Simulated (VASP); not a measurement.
A run of VASP 6.6.1:

The input INCAR:

```
PREC = Accurate
ENCUT = 520
EDIFF = 1E-6
ISMEAR = -1
SIGMA = 0.02
LREAL = F
LASPH = T
NELM = 80
ALGO = Normal
ISIF = 2
LWAVE = F
LCHARG = F
GGA = PE
NBANDS = 18
```

Contents of KPOINTS:

```
Automatic mesh
0
Gamma
  4 4 4
```

The input POSCAR:

```
BiTe
1.0
    0.0000000000      3.2350000000      3.2350000000
    3.2350000000      0.0000000000      3.2350000000
    3.2350000000      3.2350000000      0.0000000000
Bi Te
1 1
Direct
    0.0000000000      0.0000000000      0.0000000000
    0.5000000000      0.5000000000      0.5000000000
```

Potentials or basis: VASP PAW PBE potentials, release 64 (Bi_d, Te).

Launch:

```bash
$ cat potpaw_PBE.64/Bi_d/POTCAR potpaw_PBE.64/Te/POTCAR > POTCAR
$ mpirun -np 1 vasp_std > vasp.out
```

Hardware: 1 thread of AMD EPYC 9R45 (Zen 5) (shared host).

Question: Estimate the wall time of this run.

Answer: Run time: 9 s on 1 thread of AMD EPYC 9R45 (Zen 5), on a shared host, peak memory 0.17 GiB. Counts: scf iterations 12, k points 8.
